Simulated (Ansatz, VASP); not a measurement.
# Cd6Te: VASP beside Ansatz

```xyz
7
Lattice="5.3124 0.0000 0.0000 -2.6562 4.6007 0.0000 0.0000 0.0000 7.7995" Properties=species:S:1:pos:R:3 pbc="T T T"
Cd    1.7543    3.0386    2.5525
Cd    1.8037    0.0000    2.5525
Cd   -1.7543    3.0386    5.2470
Cd   -0.9019    1.5621    2.5525
Cd    3.5087    0.0000    5.2470
Cd    0.9019    1.5621    5.2470
Te    0.0000    0.0000    0.0000
```

Alike in both runs: functional PBE; k mesh 4 × 4 × 2; occupations gaussian, width 0.2 eV; no spin polarisation.

Ansatz relaxed the structure, and its values are those at the end. VASP's run is a single point on that final structure, the one shown.

|  | VASP | Ansatz |
| --- | --- | --- |
| version | VASP 6.6.1 | Ansatz 0.2.0 |
| potentials or method | VASP PAW PBE potentials, release 64 (Cd, Te), cutoff 520 eV | scalar-relativistic, plane waves, PAW |
| valence electrons in the cell | 78 | 136 |

|  | VASP | Ansatz | Ansatz less VASP |
| --- | --- | --- | --- |
| gap on the k mesh at the Fermi level (eV) | none | none | - |
| pressure (GPa) | 0.2 | 0.0 | -0.20 |
| rms of the force components (eV/Å) | 0.020 | 0.020 | +0.0006 |

A gap of «none» marks a metal or a gap that the smearing closes. The functional is the same, so the differences come from potentials, cutoffs and numerics. VASP's potentials hold 78 valence electrons a cell and Ansatz's 136, so a difference there can come from the potentials and not from the codes.

The k mesh is coarse, so the values compare programs but aren't converged. Spin-orbit coupling is off throughout.
